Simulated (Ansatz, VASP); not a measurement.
## One calculation of Al, two programs

The input INCAR:

```
SYSTEM = Al
PREC = Accurate ; ENCUT = 520
EDIFF = 1E-6 ; ISMEAR = 0
SIGMA = 0.02 ; LREAL = .False.
LASPH = .True. ; NELM = 100
ALGO = Normal ; ISIF = 2
LWAVE = .False. ; LCHARG = .True.
GGA = RP ; LELF = .True.
LVHAR = .True. ; NBANDS = 8
```

Contents of KPOINTS:

```
Automatic mesh
0
Gamma
  12 12 12
  0 0 0
```

The input POSCAR:

```
Al
1.0
   -1.5912186900      1.5912186900      1.5912186900
    1.5912186900     -1.5912186900      1.5912186900
    1.5912186900      1.5912186900     -1.5912186900
Al
1
Direct
    0.0000000000      0.0000000000      0.0000000000
```

Contents of input.yaml:

```yaml
crystal:
  lattice:
    - [-1.59121869, 1.59121869, 1.59121869]
    - [1.59121869, -1.59121869, 1.59121869]
    - [1.59121869, 1.59121869, -1.59121869]
  atoms:
    - { symbol: Al, position: [0.0, 0.0, 0.0] }
kpoints:
  mp_grid: { grid: [12, 12, 12] }
scf:
  occupations: { method: gaussian, width: 0.02 }
hamiltonian:
  xc: rpbe
  pseudopotentials: { kind: all_electron, lapw: { basis_error: 0.001 } }
output:
  forces: true
  stress: true
  eigenvalues: true
```

Alike in both runs: task single point; functional RPBE; k mesh 12 × 12 × 12; occupations gaussian, width 0.02 eV; no spin polarisation.

```csv
,VASP,Ansatz
version,VASP 6.6.1,Ansatz 0.2.0
potentials or method,"VASP PAW PBE potentials, release 64 (Al), cutoff 520 eV","all-electron LAPW, scalar-relativistic"
```

Ansatz gave:

- gap on the k mesh at the Fermi level (eV): none
- pressure (GPa): 5.4

Task: Estimate VASP's values.

Result: gap on the k mesh at the Fermi level (eV): none; pressure (GPa): 5.2.

VASP's potentials were made for PBE, not for RPBE. A gap of «none» marks a metal or a gap that the smearing closes. Ansatz ran all-electron here, and VASP with PAW potentials.
